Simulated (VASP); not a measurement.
Y3N2: single point with PBE

Crystal: Y3N2.

```
CELL_PARAMETERS angstrom
3.42855 0.00000 0.00000
-1.71428 2.96921 0.00000
0.00000 0.00000 12.58473
ATOMIC_POSITIONS crystal
Y 0.00000 0.00000 0.22683
Y 0.00000 0.00000 0.77317
Y 0.00000 0.00000 0.50000
N 0.00000 0.00000 0.04584
N 0.00000 0.00000 0.95416
```

```json
{
 "Program": "VASP 6.6.1",
 "Task": "single point",
 "Functional": "PBE",
 "Potentials or basis": "VASP PAW PBE potentials, release 64 (Y_sv, N)",
 "Cutoff": "520 eV",
 "k mesh": "6 × 6 × 2",
 "Occupations": "gaussian, width 0.1 eV",
 "Spin": "no spin polarisation",
 "Dipole correction": "no",
 "Further INCAR settings": "ALGO = Normal; EDIFF = 1e-07; NBANDS = 30"
}
```

| Property | Result |
| --- | --- |
| Pressure | 0.3 GPa |
| Largest force | 0.801 eV/Å |

Forces on the atoms (eV/Å):
```
Y    0.000  0.000 -0.018
Y    0.000  0.000  0.018
Y    0.000  0.000  0.000
N    0.000  0.000  0.801
N    0.000  0.000 -0.801
```

Stress tensor (GPa, compression positive):
```
-0.17  0.00  0.00
 0.00 -0.17  0.00
 0.00  0.00  1.21
```

Levels at points of the mesh, in eV from the Fermi level:
```csv
k point,band 19,band 20,band 21,band 22,band 23,band 24,band 25,band 26
"(0.00, 0.00, 0.00)",-2.99,-2.27,-0.20,-0.06,1.60,1.60,1.95,1.95
"(0.50, 0.00, 0.00)",-1.41,-0.92,-0.65,-0.44,-0.08,0.98,1.12,2.11
"(0.00, 0.00, 0.50)",-2.93,-2.27,-0.20,-0.09,1.61,1.61,1.95,1.95
"(0.50, 0.00, 0.50)",-1.17,-1.03,-0.93,-0.64,0.46,0.90,1.14,1.76
```

Wall time 56 s on 1 thread of Intel(R) Xeon(R) 6975P-C (Granite Rapids) (shared host), peak memory 0.27 GiB.

Caveat: the standard files for N, O and F lose accuracy on very short bonds.
